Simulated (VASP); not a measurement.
Input of a VASP 6.6.1 run:

INCAR

```
SYSTEM = Re
PREC     = Accurate       ! precision mode
ENCUT    = 560            ! plane-wave cutoff, eV
EDIFF    = 1E-6           ! SCF threshold, eV
ISMEAR   = 0              ! smearing method
SIGMA    = 0.1            ! smearing width, eV
LREAL    = .FALSE.        ! projectors in reciprocal space
LASPH    = .TRUE.         ! aspherical terms in the spheres
NELM     = 120            ! most SCF steps
ALGO     = Normal         ! electronic algorithm
ISIF     = 2              ! what is computed and relaxed
LWAVE    = .FALSE.        ! write WAVECAR
LCHARG   = .TRUE.         ! write CHGCAR
GGA      = PS             ! functional
LELF     = .TRUE.         ! ELF
LVHAR    = .TRUE.       
NBANDS   = 22             ! bands
GGA_COMPAT= .FALSE.
```

KPOINTS

```
regular mesh
0
G
  8 8 8
  0 0 0
```

POSCAR

```
Re
1.0
   -2.4064138552      2.4064138552      1.3127431791
    2.4064138552     -2.4064138552      1.3127431791
    2.4064138552      2.4064138552     -1.3127431791
Re
2
Direct
    0.0000000000      0.0000000000      0.0000000000
    0.7500000000      0.2500000000      0.5000000000
```

Potentials or basis: VASP PAW PBE potentials, release 64 (Re_sv_GW).

Launch:

```console
$ cat potpaw_PBE.64/Re_sv_GW/POTCAR > POTCAR
$ mpirun -np 1 vasp_std > vasp.out
```

Question: Predict the pressure.

Answer: 16.0 GPa.

Question: Predict the band gap on the k mesh.

Answer: Zero (bands 15 and 16 overlap by 2.22 eV).

Stress tensor (GPa, compression positive):
```
22.77  0.00  0.00
 0.00 22.77  0.00
 0.00  0.00  2.57
```

Caveat: the stress differs along the axes, from 3 to 23 GPa; the PAW data sets were made with another functional, which shifts forces and pressure a little; spin-orbit coupling is left out, which moves the levels of the heavy elements.
